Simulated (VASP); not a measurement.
Runs of VASP 6.6.1 on Tl. The structure is that of space group Im-3m (No. 229), or close to it. The cells are those of the table. This isn't the form of Tl at room conditions, which is hcp.

```csv
task,cell,gap on the mesh (eV),pressure (GPa)
single point,"a = 2.958 Å, angles 109.5°, 1 atom",none,(a)
single point,"a = 3.403 Å, angles 109.5°, 1 atom",none,0.0
relaxation of cell and atoms,"relaxed to 40 GPa from a = 3.334 Å, angles 109.5°, 1 atom",none,39.9
relaxation of cell and atoms,"relaxed from a = 3.334 Å, angles 109.5°, 1 atom",none,0.1
single point,"a = 2.878 Å, angles 109.5°, 1 atom",none,60.4
relaxation of cell and atoms,"relaxed to 60 GPa from a = 3.334 Å, angles 109.5°, 1 atom",none,60.0
single point,"a = 3.086 Å, angles 109.5°, 1 atom",none,20.1
relaxation of cell and atoms,"relaxed to 20 GPa from a = 3.334 Å, angles 109.5°, 1 atom",none,20.1
```

Alike in all rows: level r2SCAN; potentials or basis VASP PAW PBE potentials, release 64 (Tl_d); no spin polarisation; k mesh 8 × 8 × 8; cutoff (eV) 550; smearing fermi-dirac 0.1 eV.

Estimate the missing entries.

(a) 40.3.

Caveats: the PAW data sets were made with another functional, which shifts forces and pressure a little; spin-orbit coupling is left out, which moves the levels of the heavy elements; the cell stands under pressure (at least some runs); the cell is relaxed towards a set pressure, so the run minimises the enthalpy, not the energy (at least some runs).

A k mesh can miss the band edges, and the runs leave out spin-orbit coupling on Tl.

A gap of «none» marks levels without a gap at the run's occupations.
